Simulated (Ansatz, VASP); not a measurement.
Two plane-wave programs on AlGa3Sb4

```xyz
8
Lattice="6.1232 0.0000 0.0000 0.0000 6.1232 0.0000 0.0000 0.0000 6.1232" Properties=species:S:1:pos:R:3 pbc="T T T"
Al    0.0000    0.0000    0.0000
Ga    3.0616    3.0616    0.0000
Ga    3.0616    0.0000    3.0616
Ga    0.0000    3.0616    3.0616
Sb    4.5877    4.5877    1.5354
Sb    4.5877    1.5354    4.5877
Sb    1.5354    4.5877    4.5877
Sb    1.5354    1.5354    1.5354
```

Alike in both runs: task relaxation of cell and atoms; functional PBEsol; k mesh 6 × 6 × 6; no spin polarisation.

|  | VASP | Ansatz |
| --- | --- | --- |
| version | VASP 6.6.1 | Ansatz 0.2.0 |
| potentials or method | VASP PAW PBE potentials, release 64 (Al, Ga_d, Sb), cutoff 600 eV | scalar-relativistic, plane waves, PAW |
| occupations | gaussian, width 0.01 eV | fixed |
| valence electrons in the cell | 62 | 102 |

|  | VASP | Ansatz | Ansatz less VASP |
| --- | --- | --- | --- |
| gap on the k mesh at the Fermi level, each at its own relaxed structure (eV) | 0.27 | 0.28 | +0.009 |
| relaxed volume (Å³/atom) | 28.78 | 28.70 | -0.079 |
| relaxed cell length with the largest relative difference (Å) | 6.129 | 6.123 | -0.0056 |

VASP's potentials were made for PBE, not for PBEsol. VASP's potentials hold 62 valence electrons a cell and Ansatz's 102, so a difference there can come from the potentials and not from the codes.

Neither program's run includes spin-orbit coupling.
